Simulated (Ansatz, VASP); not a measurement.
# One calculation of TePt, two programs

INCAR

```
SYSTEM = TePt
PREC = Accurate
ENCUT = 520
EDIFF = 1E-7
ISMEAR = 0
SIGMA = 0.15
LREAL = .FALSE.
LASPH = .TRUE.
NELM = 80
ALGO = Normal
ISIF = 2
LWAVE = .FALSE.
LCHARG = .FALSE.
GGA = CA
NBANDS = 24
```

KPOINTS

```
regular mesh
0
G
  15 15 10
  0 0 0
```

POSCAR

```
TePt
1.0
    3.9824459952      0.0000000000      0.0000000000
   -1.9912229976      3.4488994010      0.0000000000
    0.0000000000      0.0000000000      5.8032697814
Te Pt
2 2
Direct
    0.3333333333      0.6666666667      0.2500000000
    0.6666666667      0.3333333333      0.7500000000
    0.0000000000      0.0000000000      0.0000000000
    0.0000000000      0.0000000000      0.5000000000
```

Input for Ansatz:

```yaml
crystal:
  lattice:
    - [3.9824459952, 0.0, 0.0]
    - [-1.9912229976, 3.448899401, 0.0]
    - [0.0, 0.0, 5.8032697814]
  atoms:
    - { symbol: Te, position: [0.3333333333, 0.6666666667, 0.25] }
    - { symbol: Te, position: [0.6666666667, 0.3333333333, 0.75] }
    - { symbol: Pt, position: [0.0, 0.0, 0.0] }
    - { symbol: Pt, position: [0.0, 0.0, 0.5] }
basis:
  ecutwfc: 420
kpoints:
  mp_grid: { grid: [15, 15, 10] }
hamiltonian:
  xc: lda
scf:
  occupations: { method: gaussian, width: 0.15 }
output:
  forces: true
  stress: true
  eigenvalues: true
```

Alike in both runs: task single point; functional LDA; k mesh 15 × 15 × 10; occupations gaussian, width 0.15 eV; no spin polarisation.

|  | VASP | Ansatz |
| --- | --- | --- |
| version | VASP 6.6.1 | Ansatz 0.2.0 |
| potentials or method | VASP PAW LDA potentials, release 64 (Te, Pt), cutoff 520 eV | scalar-relativistic, plane waves, PAW |
| valence electrons in the cell | 32 | 68 |

Ansatz gave:

| Property | Result |
| --- | --- |
| gap on the k mesh at the Fermi level (eV) | none |
| pressure (GPa) | 8.6 |
| traceless stress, the component that is largest in VASP (GPa) | -6.02 |

Question: Estimate VASP's values.

Answer: gap on the k mesh at the Fermi level (eV): none; pressure (GPa): 9.0; traceless stress, the component that is largest in VASP (GPa): -5.97.

LDA's correlation is that of Perdew and Zunger in VASP and of Perdew and Wang (1992) in Ansatz. A gap of «none» marks a metal or a gap that the smearing closes. VASP's potentials hold 32 valence electrons a cell and Ansatz's 68, so a difference there can come from the potentials and not from the codes.

Spin-orbit coupling is off throughout.
